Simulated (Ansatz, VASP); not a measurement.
## Two plane-wave programs on CsPbBr3

```
Br Pb Cs
1.0
     5.97653   -0.00003    0.00004
    -0.00003    5.97652    0.00010
     0.00004    0.00010    5.97652
Br Pb Cs
3 1 1
Direct
  0.00007 0.50023 0.50038
  0.49997 0.00054 0.50053
  0.49981 0.50068 0.00059
  0.50010 0.50057 0.50061
  0.00103 0.00102 0.00134
```

Alike in both runs: functional PBE; k mesh 3 × 3 × 3; occupations fermi-dirac, width 0.0806 eV; no spin polarisation.

Ansatz relaxed the structure, and its values are those at the end. VASP's run is a single point on that final structure, the one shown.

```csv
,VASP,Ansatz
version,VASP 6.6.1,Ansatz 0.2.0
potentials or method,"VASP PAW PBE potentials, release 64 (Br, Pb_d, Cs_sv), cutoff 520 eV",PAW plane waves
valence electrons in the cell,44,44
```

```csv
,VASP,Ansatz,Ansatz less VASP
gap on the k mesh at the Fermi level (eV),3.95,3.95,-0.003
pressure (GPa),0.0,0.0,+0.01
```

Ansatz's warnings: displaced walk ended near start symmetry, relaxation start displaced.

Spin-orbit coupling is off throughout.
